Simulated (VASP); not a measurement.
Runs of VASP 6.6.1 on MgW. The structure is that of space group Cmmm (No. 65), or close to it. The cells are those of the table. 

```tsv
cell	further INCAR settings	gap on the mesh (eV)	pressure (GPa)
a = 4.744, b = 3.366, c = 4.285 Å, 4 atoms	ALGO = Fast; EDIFF = 1e-06; NBANDS = 24	none	0.0
a = 4.806, b = 3.393, c = 4.322 Å, 4 atoms	ALGO = Fast; EDIFF = 1e-06; NBANDS = 24	none	-3.9
a = 4.614, b = 3.316, c = 4.203 Å, 4 atoms	ALGO = Fast; EDIFF = 1e-06; NBANDS = 24	none	9.9
a = 4.680, b = 3.341, c = 4.245 Å, 4 atoms	ALGO = Fast; EDIFF = 1e-07; NBANDS = 24	none	(a)
```

Alike in all rows: task single point; level PBE; potentials or basis VASP PAW PBE potentials, release 64 (Mg, W_sv); no spin polarisation; k mesh 10 × 14 × 10; cutoff (eV) 520; smearing gaussian 0.1 eV.

Estimate the missing entries.

(a) 4.6.

Caveats: spin-orbit coupling is left out, which moves the levels of the heavy elements; the cell stands under pressure (at least some runs); the cell stands under tension (at least some runs).

A k mesh can miss the band edges, and the runs leave out spin-orbit coupling on W.

A gap of «none» marks levels without a gap at the run's occupations.
